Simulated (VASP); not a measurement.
# Al16P15 (a cell with a defect) in VASP: relaxation of the atoms with PBE

Aim: the relaxation of the atoms of Al16P15 (a cell with a defect) with PBE.

Program: VASP 6.6.1. These are calculated values, not measurements. Logs are shortened: lines on timing, memory, paths and dates and some standing lists are left out, and cuts for length are marked.

### Step 1. The cell of the first run

The cell holds a defect, 31 atoms: a = 9.539 Å, b = 9.539 Å, c = 9.539 Å, α = 109.47°, β = 109.47°, γ = 109.47°.

### Step 2. Relaxation of the atoms, PBE (atoms taken out)

INCAR

```
  ALGO = Fast
  EDIFF = 1E-6
  EDIFFG = -0.025
  ENCUT = 520
  GGA = PE
  IBRION = 2
  ISIF = 2
  ISMEAR = 0
  LASPH = T
  LCHARG = F
  LREAL = Auto
  LWAVE = F
  NELECT = 124.0
  NELM = 60
  NSW = 65
  PREC = Accurate
  SIGMA = 0.01
```

KPOINTS

```
Automatic mesh
0
Gamma
  2 2 2
  0.5 0.5 0.5
```

POSCAR

```
Al16P15
1.0
   -5.5073398843      5.5073398843     -5.5073398843
    5.5073398843     -5.5073398843     -5.5073398843
   -5.5073398843     -5.5073398843      5.5073398843
Al P
16 15
Direct
    0.5000000000      0.2327801729      0.2500000000
    0.2477873802      0.2486109794      0.4986109794
    0.0008235992      0.2522126198      0.7508235992
    0.7327801729      0.0000000000      0.2500000000
    0.7486109794      0.2486109794     -0.0022126198
    0.5000000000      0.0000000000      0.4827801729
    0.2513890206      0.0000000000      0.7491764008
   -0.0008235992      0.7513890206      0.2500000000
    0.9991764008      1.0000000000      1.0013890206
    0.7486109794      0.7477873802      0.4986109794
    0.5000000000      0.7513890206      0.7491764008
    0.2513890206      0.4991764008      0.2500000000
    0.2672198271      0.7672198271      0.0172198271
    0.0008235992      0.5008235992      0.5022126198
    0.7522126198      0.5008235992      0.7508235992
    0.5000000000      0.4991764008      0.0013890206
    0.2527746180      0.0000000000      0.4972268817
    0.0000000000      0.0000000000      0.7500000000
    0.7472268817      0.7527746180      0.2500000000
    0.7472268817      0.0000000000      0.0027746180
    0.5000000000      0.7527746180      0.4972268817
    0.2527731183      0.7527731183      0.7555477363
    0.0000000000      0.5000000000      0.2500000000
    0.0055477363      0.7527731183      0.0027731183
    0.7472253820      0.4944522637      0.4972253820
    0.5000000000      0.5000000000      0.7500000000
    0.2527746180      0.2472268817      0.2500000000
    0.2527731183      0.5055477363      0.0027731183
   -0.0055477363      0.2472253820      0.4972253820
    0.7472253820      0.2472253820      0.7444522637
    0.5000000000      0.2472268817      0.0027746180
```

Potentials or basis: VASP PAW PBE potentials, release 64 (Al, P).

Started as:

```
$ cat potpaw_PBE.64/Al/POTCAR potpaw_PBE.64/P/POTCAR > POTCAR
$ mpirun -np 1 vasp_std > vasp.out
```

OUTCAR:

```text
EDIFF = 1E-6
   EDIFFG = -0.025
   ENCUT = 520
   GGA = PE
   IBRION = 2
   ISIF = 2
   ISMEAR = 0
   LASPH = T
   LREAL = Auto
   NELECT = 124.0
   NELM = 60
   NSW = 65
   PREC = Accurate

 ion  position               nearest neighbor table
   1  0.500  0.233  0.250-  25 2.41  27 2.41  31 2.41
   2  0.248  0.249  0.499-  17 2.38  27 2.38  26 2.40  29 2.41
   3  0.001  0.252  0.751-  29 2.38  30 2.38  18 2.40  28 2.41
   4  0.733  0.000  0.250-  29 2.41  20 2.41  19 2.41
   5  0.749  0.249  0.998-  20 2.38  31 2.38  23 2.40  30 2.41
   6  0.500  0.000  0.483-  30 2.41  21 2.41  17 2.41
   7  0.251  0.000  0.749-  31 2.38  22 2.38  18 2.40  17 2.41
   8  0.999  0.751  0.250-  17 2.38  24 2.38  23 2.40  19 2.41
   9  0.999  0.000  0.001-  27 2.38  24 2.38  18 2.40  20 2.41
  10  0.749  0.748  0.499-  19 2.38  21 2.38  18 2.40  25 2.41
  11  0.500  0.751  0.749-  20 2.38  22 2.38  26 2.40  21 2.41
  12  0.251  0.499  0.250-  21 2.38  28 2.38  23 2.40  27 2.41
  13  0.267  0.767  0.017-  22 2.41  24 2.41  28 2.41
  14  0.001  0.501  0.502-  25 2.38  29 2.38  23 2.40  22 2.41
  15  0.752  0.501  0.751-  25 2.38  30 2.38  26 2.40  24 2.41
  16  0.500  0.499  0.001-  19 2.38  28 2.38  26 2.40  31 2.41
  17  0.253  0.000  0.497-   2 2.38   8 2.38   6 2.41   7 2.41
  18  0.000  0.000  0.750-   3 2.40   7 2.40   9 2.40  10 2.40
  19  0.747  0.753  0.250-  10 2.38  16 2.38   4 2.41   8 2.41
[... 10 lines left out ...]
  30  0.747  0.247  0.744-   3 2.38  15 2.38   6 2.41   5 2.41
  31  0.500  0.247  0.003-   5 2.38   7 2.38   1 2.41  16 2.41

  LATTYP: Found a body centered cubic cell.
 ALAT       =    11.0146797686

  Lattice vectors:

 A1 = (  -5.5073398843,   5.5073398843,  -5.5073398843)
 A2 = (   5.5073398843,  -5.5073398843,  -5.5073398843)
 A3 = (  -5.5073398843,  -5.5073398843,   5.5073398843)

Analysis of symmetry for initial positions (statically):
=====================================================================
 Subroutine PRICEL returns:
 Original cell was already a primitive cell.

 Routine SETGRP: Setting up the symmetry group for a
 body centered cubic supercell.

 Subroutine GETGRP returns: Found 24 space group operations
 (whereof  2 operations were pure point group operations)
 out of a pool of 48 trial point group operations.

The static configuration has the point symmetry C_1h.
 The point group associated with its full space group is T_d .

Analysis of symmetry for dynamics (positions and initial velocities):
=====================================================================
 Subroutine PRICEL returns:
 Original cell was already a primitive cell.

 Routine SETGRP: Setting up the symmetry group for a
 body centered cubic supercell.

 Subroutine GETGRP returns: Found 24 space group operations
 (whereof  2 operations were pure point group operations)
 out of a pool of 48 trial point group operations.

The dynamic configuration has the point symmetry C_1h.
 The point group associated with its full space group is T_d .

 Subroutine INISYM returns: Found 24 space group operations
 (whereof  2 operations are pure point group operations),
 and found     1 'primitive' translations

----------------------------------------------------------------------------------------

                                     Primitive cell

  volume of cell :     668.1679

  direct lattice vectors                    reciprocal lattice vectors
    -5.507339884  5.507339884 -5.507339884    -0.090787932  0.000000000 -0.090787932
     5.507339884 -5.507339884 -5.507339884     0.000000000 -0.090787932 -0.090787932
    -5.507339884 -5.507339884  5.507339884    -0.090787932 -0.090787932  0.000000000

  length of vectors
     9.538992494  9.538992494  9.538992494     0.128393525  0.128393525  0.128393525

  position of ions in fractional coordinates (direct lattice)
     0.500000000  0.232780173  0.250000000
     0.247787380  0.248610979  0.498610979
     0.000823599  0.252212620  0.750823599
     0.732780173  0.000000000  0.250000000
     0.748610979  0.248610979  0.997787380
     0.500000000  0.000000000  0.482780173
[... 23 lines left out ...]
     0.747225382  0.247225382  0.744452264
     0.500000000  0.247226882  0.002774618

  ion indices of the primitive-cell ions
   primitive index   ion index
                 1           1
                 2           2
                 3           3
                 4           4
                 5           5
                 6           6
[... 23 lines left out ...]
                30          30
                31          31

----------------------------------------------------------------------------------------

 KPOINTS: Automatic mesh

Automatic generation of k-mesh.
 Grid dimensions read from file:
 generate k-points for:    2    2    2

 Generating k-lattice:

  Cartesian coordinates                     Fractional coordinates (reciprocal lattice)
    -0.045393966  0.000000000 -0.045393966     0.500000000  0.000000000  0.000000000
     0.000000000 -0.045393966 -0.045393966     0.000000000  0.500000000  0.000000000
    -0.045393966 -0.045393966  0.000000000     0.000000000  0.000000000  0.500000000

  Length of vectors
     0.064196763  0.064196763  0.064196763

  Shift w.r.t. Gamma in fractional coordinates (k-lattice)
     0.500000000  0.500000000  0.500000000

 Subroutine IBZKPT returns following result:
 ===========================================

 Found      2 irreducible k-points:

 Following reciprocal coordinates:
            Coordinates               Weight
  0.250000  0.250000  0.250000      2.000000
 -0.250000  0.250000  0.250000      6.000000
   k-points           NKPTS =      2   k-points in BZ     NKDIM =      2   number of bands    NBANDS=     78
   number of dos      NEDOS =    301   number of ions     NIONS =     31
   total plane-waves  NPLWV = 373248
   dimension x,y,z NGX =    72 NGY =   72 NGZ =   72
   dimension x,y,z NGXF=   144 NGYF=  144 NGZF=  144
   ions per type =              16  15
   NGX,Y,Z   is equivalent  to a cutoff of  12.55, 12.55, 12.55 a.u.
   NGXF,Y,Z  is equivalent  to a cutoff of  25.10, 25.10, 25.10 a.u.
 SYSTEM =  unknown system
   PREC   = accura    normal or accurate (medium, high low for compatibility)
   ISTART =      0    job   : 0-new  1-cont  2-samecut
   ICHARG =      2    charge: 1-file 2-atom 10-const
   ISPIN  =      1    spin polarized calculation?
   LNONCOLLINEAR =      F non collinear calculations
   LSORBIT =      F    spin-orbit coupling
   LASPH  =      T    aspherical Exc in radial PAW
   ENCUT  =  520.0 eV  38.22 Ry    6.18 a.u.  17.74 17.74 17.74*2*pi/ulx,y,z
   NELM   =     60;   NELMIN=  2; NELMDL= -5     # of ELM steps
   EDIFF  = 0.1E-05   stopping-criterion for ELM
   LREAL  =      T    real-space projection
   EDIFFG = -.3E-01   stopping-criterion for IOM
   NSW    =     65    number of steps for IOM
   IBRION =      2    ionic relax: 0-MD 1-quasi-New 2-CG
   NFREE  =      1    steps in history (QN), initial steepest desc. (CG)
   ISIF   =      2    stress and relaxation
   ISYM   =      2    0-nonsym 1-usesym 2-fastsym
   POTIM  = 0.5000    time-step for ionic-motion
   TEBEG  =    0.0;   TEEND  =   0.0 temperature during run
   PSTRESS=    0.0 pullay stress
   NELECT =     124.0000    total number of electrons
   NUPDOWN=      -1.0000    fix difference up-down
   EMIN   =  10.00;   EMAX   =-10.00  energy-range for DOS
   EFERMI =   0.00;   METHOD = LEGACY
   ISMEAR =     0;   SIGMA  =   0.01  broadening in eV -4-tet -1-fermi 0-gaus
   EFERMI_NEDOS =   21; number of points for ismear=-14 and -15
   IALGO  =     68    algorithm
   IMIX   =      4    mixing-type and parameters
     AMIX     =   0.40;   BMIX     =  1.00
     AMIX_MAG =   1.60;   BMIX_MAG =  1.00
  volume/ion in A,a.u.               =      21.55       145.45
  Fermi-wavevector in a.u.,A,eV,Ry     =   0.933799  1.764625 11.864022  0.871981
  Thomas-Fermi vector in A             =   2.060538
   LORBIT       =      0    0 simple, 1 ext, 2 COOP (PROOUT), +10 PAW based schemes
   GGA     = PE    functional components
   LHFCALC =     F    Hartree Fock is set to
   AEXX    =    0.0000 exact exchange contribution
   IVDW    =     0    specifies the selected vdW correction
   LEPSILON=     F    determine dielectric tensor
   LRPA    =     F    only Hartree local field effects (RPA)
 conjugate gradient relaxation of ions
 non-spin polarized calculation
 RMM-DIIS sequential band-by-band and
 Gauss-broadening in eV      SIGMA  =   0.01
  energy-cutoff  :      520.00
  volume of cell :      668.17
 maximum number of plane-waves:     18000
 NGX is ok and might be reduce to    70
   NGX = 35   NGY = 35   NGZ = 35

--------------------------------------- Ionic step        1  -------------------------------------------

 number of electron     123.9999998 magnetization

 Free energy of the ion-electron system (eV)
  ---------------------------------------------------
  ext. energy  EPLUGINS =         0.00000000
  ---------------------------------------------------
  free energy    TOTEN  =      -150.48283404 eV

  energy without entropy =     -150.47753390  energy(sigma->0) =     -150.48018397

------------------------ aborting loop because EDIFF is reached ----------------------------------------

  FORCE on cell =-STRESS in cart. coord.  units (eV):
  Direction    XX          YY          ZZ          XY          YZ          ZX
  --------------------------------------------------------------------------------------
  -------------------------------------------------------------------------------------
  Total        2.7559207      2.7559207      2.7559207      0.0000000      0.0000000     -0.0000000
  in kB        6.6083292      6.6083292      6.6083292      0.0000000      0.0000000     -0.0000000
  external PRESSURE =       6.6083292 kB  Pullay stress =       0.0000000 kB
[... 375 lines left out ...]
  energy  without entropy=     -150.5963909999  energy(sigma->0) =     -150.59904107

--------------------------------------- Ionic step        7  -------------------------------------------

 number of electron     124.0000004 magnetization

 Free energy of the ion-electron system (eV)
  ---------------------------------------------------
  ext. energy  EPLUGINS =         0.00000000
  ---------------------------------------------------
  free energy    TOTEN  =      -150.60458422 eV

  energy without entropy =     -150.59928408  energy(sigma->0) =     -150.60193415

 E-fermi :   5.7332     XC(G=0):  -9.0589

 val. band max:        5.4430360868   @ k =  -0.2500   0.2500   0.2500
 cond. band min:       5.7400010851   @ k =  -0.2500   0.2500   0.2500
 fundamental gap:      0.2969649983
 Fermi energy:         5.7331604056

 k-point     1 :       0.2500    0.2500    0.2500
  band No.  band energies     occupation
      1      -6.5607      2.00000
      2      -6.5607      2.00000
      3      -6.5607      2.00000
      4      -6.3795      2.00000
      5      -5.3770      2.00000
      6      -5.3770      2.00000
[... 66 lines left out ...]
     73       7.0859      0.00000
     74       7.0859      0.00000

 k-point     2 :      -0.2500    0.2500    0.2500
  band No.  band energies     occupation
      1      -6.9250      2.00000
      2      -6.1714      2.00000
      3      -6.1714      2.00000
      4      -6.1599      2.00000
      5      -6.0437      2.00000
      6      -5.6535      2.00000
[... 66 lines left out ...]
     73       7.7687      0.00000
     74       7.7938      0.00000
 [bands above 74 left out]

------------------------ aborting loop because EDIFF is reached ----------------------------------------

  FORCE on cell =-STRESS in cart. coord.  units (eV):
  Direction    XX          YY          ZZ          XY          YZ          ZX
  --------------------------------------------------------------------------------------
  -------------------------------------------------------------------------------------
  Total       -0.1348497     -0.1348497     -0.1348497      0.0000000      0.0000000      0.0000000
  in kB       -0.3233515     -0.3233515     -0.3233515      0.0000000      0.0000000      0.0000000
  external PRESSURE =      -0.3233515 kB  Pullay stress =       0.0000000 kB
[... 46 lines left out ...]
  FREE ENERGIE OF THE ION-ELECTRON SYSTEM (eV)
  ---------------------------------------------------
  free  energy   TOTEN  =      -150.6045842173 eV

  energy  without entropy=     -150.5992840785  energy(sigma->0) =     -150.60193415

 reached required accuracy - stopping structural energy minimisation
```

Run time: 18 min. Hardware: 1 thread of Oxide Virtual Turin-like, shared host; peak memory 0.79 GiB.

Results:

| Item | Value |
| --- | --- |
| Free energy | -150.6046 eV |
| Energy gained by relaxing | 3.9 meV/atom |
| Ionic steps | 7 |
| Largest force after relaxing | 0.015 eV/Å |

Forces in eV/Å, atoms in the order of the input:
```
Al   0.004 -0.004 -0.004
Al  -0.002 -0.011 -0.002
Al  -0.011  0.002  0.002
Al  -0.004  0.004 -0.004
Al  -0.002 -0.002 -0.011
Al  -0.004 -0.004  0.004
Al   0.011 -0.002  0.002
Al  -0.002  0.002  0.011
Al   0.011  0.002 -0.002
Al  -0.011 -0.002 -0.002
Al  -0.002  0.011  0.002
Al   0.002 -0.002  0.011
Al   0.004  0.004  0.004
Al   0.002  0.002 -0.011
Al   0.002 -0.011  0.002
Al   0.002  0.011 -0.002
P    0.015 -0.003  0.003
P    0.000  0.000  0.000
P   -0.003  0.003  0.015
P    0.015  0.003 -0.003
P   -0.003  0.015  0.003
P    0.003  0.003 -0.015
P    0.000  0.000  0.000
P    0.003 -0.015  0.003
P   -0.015 -0.003 -0.003
P    0.000  0.000  0.000
P    0.003 -0.003  0.015
P   -0.015  0.003  0.003
P   -0.003 -0.015 -0.003
P   -0.003 -0.003 -0.015
P    0.003  0.015 -0.003
```

Step by step:
```
step  energy change (eV)  largest force (eV/Å)  pressure (GPa)
   1              0.0000                0.4787            0.66
   2             -0.0481                0.3372            0.55
   3             -0.0648                0.1929            0.45
   4             -0.0894                0.1233            0.33
   5             -0.1045                0.1259            0.17
   6             -0.1189                0.0524            0.06
   7             -0.1218                0.0152           -0.03
```

Final structure:
```
Al P
1.0
    -5.50734    5.50734   -5.50734
     5.50734   -5.50734   -5.50734
    -5.50734   -5.50734    5.50734
Al P
16 15
Direct
  0.50000 0.21883 0.25000
  0.24709 0.24752 0.49752
  0.00043 0.25291 0.75043
  0.71883 0.00000 0.25000
  0.74752 0.24752 0.99709
  0.50000 0.00000 0.46883
  0.25248 0.00000 0.74957
  0.99957 0.75248 0.25000
  0.99957 0.00000 0.00248
  0.74752 0.74709 0.49752
  0.50000 0.75248 0.74957
  0.25248 0.49957 0.25000
  0.28117 0.78117 0.03117
  0.00043 0.50043 0.50291
  0.75291 0.50043 0.75043
  0.50000 0.49957 0.00248
  0.25489 0.00000 0.49770
  0.00000 0.00000 0.75000
  0.74770 0.75489 0.25000
  0.74770 0.00000 0.00489
  0.50000 0.75489 0.49770
  0.25230 0.75230 0.75719
  0.00000 0.50000 0.25000
  0.00719 0.75230 0.00230
  0.74511 0.49281 0.49511
  0.50000 0.50000 0.75000
  0.25489 0.24770 0.25000
  0.25230 0.50719 0.00230
  0.99281 0.24511 0.49511
  0.74511 0.24511 0.74281
  0.50000 0.24770 0.00489
```

Caveat: the k points lie up to 0.40 Å⁻¹ apart; the cell carries a net charge on a neutralising background, which shifts energy and pressure; the cell differs from its parent crystal (atoms taken out); the cell is charged against a uniform background, so pressure and absolute levels hang on convention.
